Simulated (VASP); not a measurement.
# Si (Im-3m) in VASP: a series of runs

Runs on Si. Level: PBE. Tasks: relaxation of cell and atoms.

Everything below comes from runs of VASP 6.6.1. Logs are shortened: lines on timing, memory, paths and dates and some standing lists are left out, and cuts for length are marked.

## Step 1: The cell of the first run

Symmetry: Im-3m, No. 229, cubic system. Conventional cell: a = 3.044 Å, b = 3.044 Å, c = 3.044 Å, α = 90.00°, β = 90.00°, γ = 90.00°. Within 3.5 Å of Si (site symmetry m-3m) lie 14 Si at 2.64 to 3.04 Å.

This isn't the form of Si at room conditions, which is diamond.

## Step 2: Relaxation of cell and atoms, PBE, target pressure 2.4 GPa, at which the enthalpy is minimised

Input file INCAR:

```
  ALGO = Normal
  EDIFF = 1E-7
  EDIFFG = -0.005
  ENCUT = 500
  GGA = PE
  GGA_COMPAT = F
  IBRION = 2
  ISIF = 3
  ISMEAR = -1
  LASPH = T
  LCHARG = F
  LREAL = F
  LWAVE = F
  NELM = 120
  NELMIN = 4
  NSW = 60
  PREC = Accurate
  PSTRESS = 24.0
  SIGMA = 0.1
```

Input file KPOINTS:

```
k-points
0
Gamma
  17 17 17
```

Input file POSCAR:

```
Si
1.0
   -1.5220079366      1.5220079366      1.5220079366
    1.5220079366     -1.5220079366      1.5220079366
    1.5220079366      1.5220079366     -1.5220079366
Si
1
Direct
    0.0000000000      0.0000000000      0.0000000000
```

Potentials or basis: VASP PAW PBE potentials, release 64 (Si).

The run is started by

```bash
cat potpaw_PBE.64/Si/POTCAR > POTCAR
mpirun -np 1 vasp_std > vasp.out
```

OUTCAR:

```text
EDIFF = 1E-7
   EDIFFG = -0.005
   ENCUT = 500
   GGA = PE
   IBRION = 2
   ISIF = 3
   ISMEAR = -1
   LASPH = T
   LREAL = F
   NELM = 120
   NELMIN = 4
   NSW = 60
   PREC = Accurate
   PSTRESS = 24.0

 ion  position               nearest neighbor table
   1  0.000  0.000  0.000-

  LATTYP: Found a body centered cubic cell.
 ALAT       =     3.0440158732

  Lattice vectors:

 A1 = (  -1.5220079366,   1.5220079366,   1.5220079366)
 A2 = (   1.5220079366,  -1.5220079366,   1.5220079366)
 A3 = (   1.5220079366,   1.5220079366,  -1.5220079366)

Analysis of symmetry for initial positions (statically):
=====================================================================
 Subroutine PRICEL returns:
 Original cell was already a primitive cell.

 Routine SETGRP: Setting up the symmetry group for a
 body centered cubic supercell.

 Subroutine GETGRP returns: Found 48 space group operations
 (whereof 48 operations were pure point group operations)
 out of a pool of 48 trial point group operations.

The static configuration has the point symmetry O_h .

Analysis of symmetry for dynamics (positions and initial velocities):
=====================================================================
 Subroutine PRICEL returns:
 Original cell was already a primitive cell.

 Routine SETGRP: Setting up the symmetry group for a
 body centered cubic supercell.

 Subroutine GETGRP returns: Found 48 space group operations
 (whereof 48 operations were pure point group operations)
 out of a pool of 48 trial point group operations.

The dynamic configuration has the point symmetry O_h .

 Subroutine INISYM returns: Found 48 space group operations
 (whereof 48 operations are pure point group operations),
 and found     1 'primitive' translations

----------------------------------------------------------------------------------------

                                     Primitive cell

  volume of cell :      14.1030

  direct lattice vectors                    reciprocal lattice vectors
    -1.522007937  1.522007937  1.522007937     0.000000000  0.328513399  0.328513399
     1.522007937 -1.522007937  1.522007937     0.328513399  0.000000000  0.328513399
     1.522007937  1.522007937 -1.522007937     0.328513399  0.328513399  0.000000000

  length of vectors
     2.636195076  2.636195076  2.636195076     0.464588104  0.464588104  0.464588104

  position of ions in fractional coordinates (direct lattice)
     0.000000000  0.000000000  0.000000000

  ion indices of the primitive-cell ions
   primitive index   ion index
                 1           1

----------------------------------------------------------------------------------------

 KPOINTS: k-points

Automatic generation of k-mesh.
 Grid dimensions read from file:
 generate k-points for:   17   17   17

 Generating k-lattice:

  Cartesian coordinates                     Fractional coordinates (reciprocal lattice)
     0.000000000  0.019324318  0.019324318     0.058823529  0.000000000  0.000000000
     0.019324318  0.000000000  0.019324318     0.000000000  0.058823529  0.000000000
     0.019324318  0.019324318  0.000000000     0.000000000  0.000000000  0.058823529

  Length of vectors
     0.027328712  0.027328712  0.027328712

  Shift w.r.t. Gamma in fractional coordinates (k-lattice)
     0.000000000  0.000000000  0.000000000

 Subroutine IBZKPT returns following result:
 ===========================================

 Found    165 irreducible k-points:

 Following reciprocal coordinates:
            Coordinates               Weight
  0.000000  0.000000  0.000000      1.000000
  0.058824  0.000000  0.000000     12.000000
  0.117647  0.000000  0.000000     12.000000
  0.176471  0.000000  0.000000     12.000000
  0.235294  0.000000  0.000000     12.000000
  0.294118  0.000000  0.000000     12.000000
[... 16 lines left out ...]
  0.411765  0.117647  0.000000     48.000000
  0.176471  0.176471  0.000000     24.000000
 [... further k-points ...]
   k-points           NKPTS =    165   k-points in BZ     NKDIM =    165   number of bands    NBANDS=      6
   number of dos      NEDOS =    301   number of ions     NIONS =      1
   total plane-waves  NPLWV =   8000
   dimension x,y,z NGX =    20 NGY =   20 NGZ =   20
   dimension x,y,z NGXF=    40 NGYF=   40 NGZF=   40
   ions per type =               1
   NGX,Y,Z   is equivalent  to a cutoff of  12.61, 12.61, 12.61 a.u.
   NGXF,Y,Z  is equivalent  to a cutoff of  25.23, 25.23, 25.23 a.u.
 SYSTEM =  unknown system
   PREC   = accura    normal or accurate (medium, high low for compatibility)
   ISTART =      0    job   : 0-new  1-cont  2-samecut
   ICHARG =      2    charge: 1-file 2-atom 10-const
   ISPIN  =      1    spin polarized calculation?
   LNONCOLLINEAR =      F non collinear calculations
   LSORBIT =      F    spin-orbit coupling
   LASPH  =      T    aspherical Exc in radial PAW
   ENCUT  =  500.0 eV  36.75 Ry    6.06 a.u.   4.81  4.81  4.81*2*pi/ulx,y,z
   NELM   =    120;   NELMIN=  4; NELMDL= -5     # of ELM steps
   EDIFF  = 0.1E-06   stopping-criterion for ELM
   LREAL  =      F    real-space projection
   EDIFFG = -.5E-02   stopping-criterion for IOM
   NSW    =     60    number of steps for IOM
   IBRION =      2    ionic relax: 0-MD 1-quasi-New 2-CG
   NFREE  =      1    steps in history (QN), initial steepest desc. (CG)
   ISIF   =      3    stress and relaxation
   ISYM   =      2    0-nonsym 1-usesym 2-fastsym
   POTIM  = 0.5000    time-step for ionic-motion
   TEBEG  =    0.0;   TEEND  =   0.0 temperature during run
   PSTRESS=   24.0 pullay stress
   NELECT =       4.0000    total number of electrons
   NUPDOWN=      -1.0000    fix difference up-down
   EMIN   =  10.00;   EMAX   =-10.00  energy-range for DOS
   EFERMI =   0.00;   METHOD = LEGACY
   ISMEAR =    -1;   SIGMA  =   0.10  broadening in eV -4-tet -1-fermi 0-gaus
   EFERMI_NEDOS =   21; number of points for ismear=-14 and -15
   IALGO  =     38    algorithm
   IMIX   =      4    mixing-type and parameters
     AMIX     =   0.40;   BMIX     =  1.00
     AMIX_MAG =   1.60;   BMIX_MAG =  1.00
  volume/ion in A,a.u.               =      14.10        95.17
  Fermi-wavevector in a.u.,A,eV,Ry     =   1.075618  2.032623 15.741305  1.156953
  Thomas-Fermi vector in A             =   2.211479
   LORBIT       =      0    0 simple, 1 ext, 2 COOP (PROOUT), +10 PAW based schemes
   GGA     = PE    functional components
   LHFCALC =     F    Hartree Fock is set to
   AEXX    =    0.0000 exact exchange contribution
   IVDW    =     0    specifies the selected vdW correction
   LEPSILON=     F    determine dielectric tensor
   LRPA    =     F    only Hartree local field effects (RPA)
 conjugate gradient relaxation of ions
 non-spin polarized calculation
  energy-cutoff  :      500.00
  volume of cell :       14.10
 maximum number of plane-waves:       370
   NGX =  9   NGY =  9   NGZ =  9

--------------------------------------- Ionic step        1  -------------------------------------------

 number of electron       4.0000000 magnetization

 Free energy of the ion-electron system (eV)
  ---------------------------------------------------
  ext. energy  EPLUGINS =         0.00000000
  ---------------------------------------------------
  free energy    TOTEN  =        -4.90287451 eV

  energy without entropy =       -4.88818359  energy(sigma->0) =       -4.89552905

------------------------ aborting loop because EDIFF is reached ----------------------------------------

  FORCE on cell =-STRESS in cart. coord.  units (eV):
  Direction    XX          YY          ZZ          XY          YZ          ZX
  --------------------------------------------------------------------------------------
  -------------------------------------------------------------------------------------
  Total        0.3315424      0.3315424      0.3315424      0.0000000      0.0000000      0.0000000
  in kB       37.6650848     37.6650848     37.6650848      0.0000000      0.0000000      0.0000000
  external PRESSURE =      13.6650848 kB  Pullay stress =      24.0000000 kB
[... 59 lines left out ...]
  enthalpy is  TOTEN    =        -4.6922821016 eV   P V=        0.2149562258

--------------------------------------- Ionic step        3  -------------------------------------------

 number of electron       4.0000000 magnetization

 Free energy of the ion-electron system (eV)
  ---------------------------------------------------
  ext. energy  EPLUGINS =         0.00000000
  ---------------------------------------------------
  free energy    TOTEN  =        -4.90634830 eV

  energy without entropy =       -4.89160051  energy(sigma->0) =       -4.89897440

 E-fermi :  10.1782     XC(G=0): -11.2482

 val. band max:       10.1773207560   @ k =  -0.2941   0.3529   0.1176
 cond. band min:      10.1972732033   @ k =   0.2353   0.1765   0.0000
 fundamental gap:      0.0199524473
 Fermi energy:        10.1781838099

 k-point     1 :       0.0000    0.0000    0.0000
  band No.  band energies     occupation
      1      -4.2213      2.00000
      2      21.9167      0.00000
      3      21.9167      0.00000
      4      21.9167      0.00000
      5      22.8614      0.00000
      6      22.8614      0.00000

 k-point     2 :       0.0588    0.0000    0.0000
  band No.  band energies     occupation
      1      -4.1136      2.00000
      2      20.4804      0.00000
      3      20.8654      0.00000
      4      21.7556      0.00000
      5      22.4985      0.00000
      6      23.6327      0.00000
[... 190 lines left out ...]
 k-point    24 :       0.1765    0.1765    0.0000
  band No.  band energies     occupation
      1      -1.3330      2.00000
      2      12.3986      0.00000
      3      12.6997      0.00000
      4      17.3639      0.00000
      5      22.4593      0.00000
      6      23.3228      0.00000

 [... further k-points ...]

------------------------ aborting loop because EDIFF is reached ----------------------------------------

  FORCE on cell =-STRESS in cart. coord.  units (eV):
  Direction    XX          YY          ZZ          XY          YZ          ZX
  --------------------------------------------------------------------------------------
  -------------------------------------------------------------------------------------
  Total        0.2142183      0.2142183      0.2142183     -0.0000000      0.0000000      0.0000000
  in kB       24.0279597     24.0279597     24.0279597     -0.0000000      0.0000000      0.0000000
  external PRESSURE =       0.0279597 kB  Pullay stress =      24.0000000 kB
[... 16 lines left out ...]
  FREE ENERGIE OF THE ION-ELECTRON SYSTEM (eV)
  ---------------------------------------------------
  free  energy   TOTEN  =        -4.9063482953 eV

  energy  without entropy=       -4.8916005143  energy(sigma->0) =       -4.89897440

  enthalpy is  TOTEN    =        -4.6923792588 eV   P V=        0.2139690364

 reached required accuracy - stopping structural energy minimisation
```

It took 15 s on 1 thread of Intel Xeon Platinum 8559C (Emerald Rapids), shared host; peak memory 0.12 GiB.

What came out:

| Property | Result |
| --- | --- |
| Free energy | -4.9063 eV |
| Relaxed volume | 14.28 Å³/atom |
| Relaxed cell | a = 2.647 Å, b = 2.647 Å, c = 2.647 Å, α = 109.47°, β = 109.47°, γ = 109.47° |
| Space group after relaxing (to 0.1 Å) | Im-3m (No. 229) |
| Energy change on relaxing (the run minimises the enthalpy) | -3.5 meV/atom |
| Ionic steps | 3 |
| Pressure after relaxing | 2.4 GPa |
| Band gap on the k mesh | zero (bands 2 and 3 overlap by 15.83 eV) |

The path:
```tsv
step	energy change (eV)	largest force (eV/Å)	pressure (GPa)	volume (Å³)
1	0.0000	0.0000	3.77	14.10
2	-0.0044	0.0000	1.93	14.35
3	-0.0035	0.0000	2.40	14.28
```

Final structure:
```xyz
1
Lattice="-1.5285 1.5285 1.5285 1.5285 -1.5285 1.5285 1.5285 1.5285 -1.5285" Properties=species:S:1:pos:R:3 pbc="T T T"
Si    0.0000    0.0000    0.0000
```

Caveat: the cell is relaxed towards a set pressure, so the run minimises the enthalpy, not the energy.

## Step 3: Relaxation of cell and atoms, PBE, target pressure 2.4 GPa, at which the enthalpy is minimised

This run uses another cell than the first one, of 14.29 Å³/atom.

Input file INCAR:

```
  PREC = Accurate
  ENCUT = 500
  EDIFF = 1E-7
  ISMEAR = -1
  SIGMA = 0.1
  LREAL = F
  LASPH = T
  NELM = 120
  ALGO = Normal
  ISIF = 3
  LWAVE = F
  LCHARG = F
  GGA = PE
  IBRION = 2
  NSW = 32
  EDIFFG = -0.005
  PSTRESS = 24.0
  GGA_COMPAT = F
  NELMIN = 4
```

Input file KPOINTS:

```
Automatic mesh
0
Gamma
  17 17 17
```

Input file POSCAR:

```
Si
1.0
   -1.5286025424      1.5286025424      1.5286025424
    1.5286025424     -1.5286025424      1.5286025424
    1.5286025424      1.5286025424     -1.5286025424
Si
1
Direct
    0.0000000000      0.0000000000      0.0000000000
```

Potentials or basis: VASP PAW PBE potentials, release 64 (Si).

The run is started by

```bash
cat potpaw_PBE.64/Si/POTCAR > POTCAR
mpirun -np 1 vasp_std > vasp.out
```

Wall time 11 s (1 thread of Intel Xeon Platinum 8559C (Emerald Rapids), shared host); peak memory 0.12 GiB.

Results (log left out):

```
Free energy             : -4.9064 eV
Pressure after relaxing : 2.4 GPa
Band gap on the k mesh  : zero (bands 2 and 3 overlap by 15.83 eV)
```

Final structure:
```
Si
1.0
    -1.52860    1.52860    1.52860
     1.52860   -1.52860    1.52860
     1.52860    1.52860   -1.52860
Si
1
Direct
  0.00000 0.00000 0.00000
```

Levels at points of the mesh, in eV from the Fermi level:
```tsv
k point	band 1	band 2	band 3	band 4	band 5	band 6
(0.00, 0.00, 0.00)	-14.40	11.74	11.74	11.74	12.68	12.68
```

Caveat: the relaxation stopped at its first step, so nothing moved; the cell is relaxed towards a set pressure, so the run minimises the enthalpy, not the energy.
